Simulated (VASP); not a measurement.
Write the native input for VASP 6.6.1 that does the following.

```
Task                   : relaxation of cell and atoms
Functional             : r2SCAN
Potentials or basis    : VASP PAW PBE potentials, release 64 (Sn_d, O)
Cutoff                 : 600 eV
k mesh                 : 10 × 10 × 10
Occupations            : gaussian, width 0.02 eV
Spin                   : no spin polarisation
Dipole correction      : no
Further INCAR settings : ALGO = Normal; EDIFF = 1e-06; IBRION = 2; EDIFFG = -0.01; NSW = 80; ISIF = 3
```

SnO2:

```
Sn O
1.0
     0.00000    2.53242    2.53242
     2.53242    0.00000    2.53242
     2.53242    2.53242    0.00000
Sn O
1 2
Direct
  0.00000 0.00000 0.00000
  0.25000 0.25000 0.25000
  0.75000 0.75000 0.75000
```

One way to write it, as run:

POSCAR

```
SnO2
1.0
    0.0000000000      2.5324160762      2.5324160762
    2.5324160762      0.0000000000      2.5324160762
    2.5324160762      2.5324160762      0.0000000000
Sn O
1 2
Direct
    0.0000000000      0.0000000000      0.0000000000
    0.2500000000      0.2500000000      0.2500000000
    0.7500000000      0.7500000000      0.7500000000
```

INCAR.step1

```
ALGO = Normal
EDIFF = 1E-4
ENCUT = 600
GGA = PE
ISMEAR = 0
LASPH = True
LCHARG = False
LREAL = False
LWAVE = True
NELM = 60
PREC = Accurate
SIGMA = 0.02
```

INCAR.step2

```
ALGO = Normal
EDIFF = 1E-6
EDIFFG = -0.01
ENCUT = 600
IBRION = 2
ISIF = 3
ISMEAR = 0
ISTART = 1
LASPH = True
LCHARG = False
LMIXTAU = True
LREAL = False
LWAVE = False
METAGGA = R2SCAN
NELM = 60
NSW = 80
PREC = Accurate
SIGMA = 0.02
```

KPOINTS

```
k-points
0
Gamma
  10 10 10
```

Potentials or basis: VASP PAW PBE potentials, release 64 (Sn_d, O).

Command:

```sh
$ cat potpaw_PBE.64/Sn_d/POTCAR potpaw_PBE.64/O/POTCAR > POTCAR
$ cp INCAR.step1 INCAR
$ mpirun -np 1 vasp_std > vasp.out
$ cp INCAR.step2 INCAR
$ mpirun -np 1 vasp_std > vasp.out
```

It gave:

| Property | Result |
| --- | --- |
| Relaxed volume | 10.90 Å³/atom |
| Relaxed cell | a = 3.589 Å, b = 3.589 Å, c = 3.589 Å, α = 60.00°, β = 60.00°, γ = 60.00° |
| Space group after relaxing (to 0.1 Å) | Fm-3m (No. 225) |
| Energy gained by relaxing | 0.3 meV/atom |
| Ionic steps | 3 |
| Pressure after relaxing | 0.0 GPa |
| Band gap on the k mesh | 0.81 eV (least direct gap 2.23 eV) |

Caveat: the PAW data sets were made with another functional, which shifts forces and pressure a little; spin-orbit coupling is left out, which moves the levels of the heavy elements.

Wall time 5.2 min on 1 thread of Intel(R) Xeon(R) Platinum 8375C CPU @ 2.90GHz (Ice Lake), on a shared host, peak memory 0.2 GiB.
